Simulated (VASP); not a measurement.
# MgO in VASP: further runs, part 2 of 2

VASP 6.6.1. The steps go on from the part before.

## 4. Single point, r2SCAN (epitaxial 111 strain -0.3%)

The input, POSCAR:

```
MgO
1.0
    0.0062156338      2.1014458981      2.1014458981
    2.1014458981      0.0062156338      2.1014458981
    2.1014458981      2.1014458981      0.0062156338
Mg O
1 1
Direct
    0.0000000000      0.0000000000      0.0000000000
    0.5000000000      0.5000000000      0.5000000000
```

The input, INCAR.step1:

```
SYSTEM = MgO
PREC = Accurate
ENCUT = 750
ISMEAR = 0
SIGMA = 0.01
LREAL = .False.
LASPH = .True.
NELM = 120
NBANDS = 15
GGA = PE
ALGO = Normal
EDIFF = 1E-5
LWAVE = .True.
LCHARG = .False.
GGA_COMPAT = .False.
```

The input, INCAR.step2:

```
SYSTEM = MgO
PREC = Accurate
ENCUT = 750
EDIFF = 1E-6
ISMEAR = 0
SIGMA = 0.01
LREAL = .False.
LASPH = .True.
NELM = 120
ALGO = Normal
ISIF = 2
LWAVE = .False.
LCHARG = .False.
METAGGA = R2SCAN
LMIXTAU = .True.
NBANDS = 15
ISTART = 1
GGA_COMPAT = .False.
```

The input, KPOINTS:

```
regular mesh
0
Gamma
  10 10 10
  0 0 0
```

Potentials or basis: VASP PAW PBE potentials, release 64 (Mg_sv, O).

Command:

```bash
$ cat potpaw_PBE.64/Mg_sv/POTCAR potpaw_PBE.64/O/POTCAR > POTCAR
$ cp INCAR.step1 INCAR
$ mpirun -np 1 vasp_std > vasp.out
$ cp INCAR.step2 INCAR
$ mpirun -np 1 vasp_std > vasp.out
```

OUTCAR:

```text
SYSTEM = MgO
   PREC = Accurate
   ENCUT = 750
   EDIFF = 1E-6
   ISMEAR = 0
   LREAL = .False.
   LASPH = .True.
   NELM = 120
   ISIF = 2
   METAGGA = R2SCAN
   ISTART = 1

 ion  position               nearest neighbor table
   1  0.000  0.000  0.000-   2 2.10   2 2.10   2 2.10   2 2.10   2 2.10   2 2.10
   2  0.500  0.500  0.500-   1 2.10   1 2.10   1 2.10   1 2.10   1 2.10   1 2.10

  LATTYP: Found a trigonal (rhomboedric) cell.
 ALAT       =     2.9718997896
 COS(alpha) =     0.5029555891

  Lattice vectors:

 A1 = (   0.0062156338,   2.1014458981,   2.1014458981)
 A2 = (   2.1014458981,   0.0062156338,   2.1014458981)
 A3 = (   2.1014458981,   2.1014458981,   0.0062156338)

Analysis of symmetry for initial positions (statically):
=====================================================================
 Subroutine PRICEL returns:
 Original cell was already a primitive cell.

 Routine SETGRP: Setting up the symmetry group for a
 trigonal (rhombohedral) supercell.

 Subroutine GETGRP returns: Found 12 space group operations
 (whereof 12 operations were pure point group operations)
 out of a pool of 12 trial point group operations.

The static configuration has the point symmetry D_3d.

Analysis of symmetry for dynamics (positions and initial velocities):
=====================================================================
 Subroutine PRICEL returns:
 Original cell was already a primitive cell.

 Routine SETGRP: Setting up the symmetry group for a
 trigonal (rhombohedral) supercell.

 Subroutine GETGRP returns: Found 12 space group operations
 (whereof 12 operations were pure point group operations)
 out of a pool of 12 trial point group operations.

The dynamic configuration has the point symmetry D_3d.

 Subroutine INISYM returns: Found 12 space group operations
 (whereof 12 operations are pure point group operations),
 and found     1 'primitive' translations

----------------------------------------------------------------------------------------

                                     Primitive cell

  volume of cell :      18.4779

[... 119 lines left out ...]
 non-spin polarized calculation
 Gauss-broadening in eV      SIGMA  =   0.01
  energy-cutoff  :      750.00
  volume of cell :       18.48
 maximum number of plane-waves:       889
   NGX = 13   NGY = 13   NGZ = 13

 number of electron      15.9999994 magnetization

 Free energy of the ion-electron system (eV)
  ---------------------------------------------------
  ext. energy  EPLUGINS =         0.00000000
  ---------------------------------------------------
  free energy    TOTEN  =       -16.16161533 eV

  energy without entropy =      -16.16161533  energy(sigma->0) =      -16.16161533

 E-fermi :   2.6963     XC(G=0): -12.1015

 val. band max:        2.5962561201   @ k =   0.0000   0.0000   0.0000
 cond. band min:       8.3444687533   @ k =   0.0000   0.0000   0.0000
 fundamental gap:      5.7482126332
 Fermi energy:         2.6963311123

 k-point     1 :       0.0000    0.0000    0.0000
  band No.  band energies     occupation
      1     -72.3466      2.00000
      2     -37.4378      2.00000
      3     -37.4378      2.00000
      4     -37.4359      2.00000
      5     -15.6581      2.00000
      6       2.5619      2.00000
      7       2.5963      2.00000
      8       2.5963      2.00000
      9       8.3445      0.00000
     10      19.4224      0.00000
     11      19.5557      0.00000
     12      19.5557      0.00000
     13      23.6494      0.00000
     14      25.4927      0.00000
[... 401 lines left out ...]
      2     -37.4984      2.00000
      3     -37.4621      2.00000
      4     -37.4583      2.00000
      5     -14.4253      2.00000
      6      -1.0104      2.00000
      7       1.2722      2.00000
      8       1.4564      2.00000
      9      13.2883      0.00000
     10      13.8249      0.00000
     11      17.5566      0.00000
     12      22.2506      0.00000
     13      22.5354      0.00000
     14      29.0662      0.00000
     15      31.3748      0.00000

 [... further k-points ...]

------------------------ aborting loop because EDIFF is reached ----------------------------------------

  FORCE on cell =-STRESS in cart. coord.  units (eV):
  Direction    XX          YY          ZZ          XY          YZ          ZX
  --------------------------------------------------------------------------------------
  -------------------------------------------------------------------------------------
  Total        0.0996325      0.0996325      0.0996325     -0.0516605     -0.0516605     -0.0516605
  in kB        8.6388967      8.6388967      8.6388967     -4.4793603     -4.4793603     -4.4793603
  external PRESSURE =       8.6388967 kB  Pullay stress =       0.0000000 kB

 VOLUME and BASIS-vectors are now :
 -----------------------------------------------------------------------------
  energy-cutoff  :      750.00
  volume of cell :       18.48
      direct lattice vectors                 reciprocal lattice vectors
     0.006215634  2.101445898  2.101445898    -0.238989654  0.238284857  0.238284857
     2.101445898  0.006215634  2.101445898     0.238284857 -0.238989654  0.238284857
     2.101445898  2.101445898  0.006215634     0.238284857  0.238284857 -0.238989654

 POSITION                                       TOTAL-FORCE (eV/Angst)
 -----------------------------------------------------------------------------------
      0.00000      0.00000      0.00000        -0.000000      0.000000     -0.000000
      2.10455      2.10455      2.10455         0.000000     -0.000000      0.000000
 -----------------------------------------------------------------------------------
    total drift:                                0.000000      0.000000      0.000000

  FREE ENERGIE OF THE ION-ELECTRON SYSTEM (eV)
  ---------------------------------------------------
  free  energy   TOTEN  =       -16.1616153288 eV

  energy  without entropy=      -16.1616153288  energy(sigma->0) =      -16.16161533
```

Wall time 2.4 min (1 thread of AMD EPYC 9R45 (Zen 5), shared host); peak memory 0.16 GiB.

What came out:

| Item | Value |
| --- | --- |
| Free energy | -16.1616 eV |
| Pressure | 0.9 GPa |
| Band gap on the k mesh | 5.75 eV |

Stress tensor (GPa, compression positive):
```
 0.86 -0.45 -0.45
-0.45  0.86 -0.45
-0.45 -0.45  0.86
```

Caveat: the cell differs from its parent crystal (epitaxial 111 strain -0.3%); the PAW data sets were made with another functional, which shifts forces and pressure a little.

## 5. The runs side by side

| cell | cutoff (eV) | mended | gap on the mesh (eV) | pressure (GPa) |
| --- | --- | --- | --- | --- |
| a = 2.972 Å, angles 59.8°, 2 atoms | 660 | - | 5.76 | 0.7 |
| a = 2.954, b = 2.954, c = 2.826 Å, angles 61.4, 61.4, 57.2°, 2 atoms | 750 | yes | 6.27 | 15.6 |
| a = 2.972 Å, angles 59.8°, 2 atoms | 750 | yes | 5.75 | 0.9 |

Alike in all rows: task single point; level r2SCAN; potentials or basis VASP PAW PBE potentials, release 64 (Mg_sv, O); no spin polarisation; k mesh 10 × 10 × 10; smearing gaussian 0.01 eV.

Caveats: the PAW data sets were made with another functional, which shifts forces and pressure a little; the cell stands under pressure (at least some runs).

Total energies depend on the potentials used, so only differences within one code and one set of settings carry meaning.
